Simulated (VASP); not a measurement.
## MoN2 (e600): single point with PBE+D3(BJ)

MoN2 (e600):

```
Mo N
1.0
     2.75700    0.00000    0.00000
    -1.37850    2.38763    0.00000
     0.00000    0.00000    9.91000
Mo N
2 4
Direct
  0.33333 0.66667 0.25000
  0.66667 0.33333 0.75000
  0.33333 0.66667 0.62100
  0.66667 0.33333 0.12100
  0.33333 0.66667 0.87900
  0.66667 0.33333 0.37900
```

```yaml
Program: VASP 6.6.1
Task: single point
Functional: PBE
Dispersion: D3(BJ)
Potentials_or_basis: VASP PAW PBE potentials, release 64 (Mo_sv, N)
Cutoff: 520 eV
k_mesh: 9 × 9 × 2
Occupations: gaussian, width 0.1 eV
Spin: no spin polarisation
Dipole_correction: no
Further_INCAR_settings: ALGO = Normal; EDIFF = 1e-06; NBANDS = 33
```

```
Pressure                   : 13.4 GPa
Largest force              : 1.538 eV/Å
Band gap on the k mesh     : zero (band 24 reaches 7.58 eV, above the bottom of band 25 at 6.41 eV)
Dispersion energy per atom : -0.288 eV
```

Forces on the atoms (eV/Å):
```
Mo   0.000  0.000  0.000
Mo   0.000  0.000  0.000
N    0.000  0.000  1.538
N    0.000  0.000  1.538
N    0.000  0.000 -1.538
N    0.000  0.000 -1.538
```

Stress tensor (GPa, compression positive):
```
 32.43   0.00   0.00
  0.00  32.43   0.00
  0.00   0.00 -24.56
```

Levels at points of the mesh, in eV from the Fermi level:
```
           k point  band 22  band 23  band 24  band 25  band 26  band 27
(0.00, 0.00, 0.00)    -1.25    -1.25     0.89     1.15     2.56     4.28
(0.00, 0.00, 0.50)    -1.30    -0.68    -0.68     2.19     2.19     4.36
```

It took 67 s on 1 thread of Intel(R) Xeon(R) Platinum 8259CL CPU @ 2.50GHz (Skylake/Cascade Lake), with other jobs on the host, peak memory 0.22 GiB.

Caveat: pairwise dispersion overbinds metals, which lowers pressure and volume; forces of over 1 eV/Å act on the atoms, so gaps and moduli don't describe the material at rest.
